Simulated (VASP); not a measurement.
Set up this calculation in VASP 6.6.1, as the native input.

```
Task                   : relaxation of cell and atoms
Functional             : PBEsol
Potentials or basis    : VASP PAW PBE potentials, release 64 (Cs_sv)
Cutoff                 : 600 eV
k mesh                 : 6 × 6 × 6
Occupations            : fermi-dirac, width 0.05 eV
Spin                   : no spin polarisation
Dipole correction      : no
Further INCAR settings : ALGO = Normal; EDIFF = 1e-06; IBRION = 2; EDIFFG = -0.01; NSW = 60; ISIF = 3
```

The structure of Cs lies in POSCAR:

```
Cs
1.0
   -3.1284650614      3.1284650614      3.1284650614
    3.1284650614     -3.1284650614      3.1284650614
    3.1284650614      3.1284650614     -3.1284650614
Cs
1
Direct
    0.0000000000      0.0000000000      0.0000000000
```

One way to write it, as run:

INCAR

```
PREC = Accurate
ENCUT = 600
EDIFF = 1E-6
ISMEAR = -1
SIGMA = 0.05
LREAL = False
LASPH = True
NELM = 60
ALGO = Normal
ISIF = 3
LWAVE = False
LCHARG = False
GGA = PS
IBRION = 2
NSW = 60
EDIFFG = -0.01
```

KPOINTS

```
Automatic mesh
0
Gamma
  6 6 6
```

Potentials or basis: VASP PAW PBE potentials, release 64 (Cs_sv).

Run with:

```sh
$ cat potpaw_PBE.64/Cs_sv/POTCAR > POTCAR
$ mpirun -np 1 vasp_std > vasp.out
```

Results of the run:

```
Relaxed volume                         : 108.54 Å³/atom
Relaxed cell                           : a = 5.205 Å, b = 5.205 Å, c = 5.205 Å, α = 109.47°, β = 109.47°, γ = 109.47°
Space group after relaxing (to 0.05 Å) : Im-3m (No. 229)
Energy gained by relaxing              : 9.0 meV/atom
Ionic steps                            : 4
Pressure after relaxing                : 0.0 GPa
```

Caveat: the PAW data sets were made with another functional, which shifts forces and pressure a little.

Wall time 97 s on 1 thread of Intel(R) Xeon(R) Platinum 8375C CPU @ 2.90GHz (Ice Lake) (shared host), peak memory 0.32 GiB.
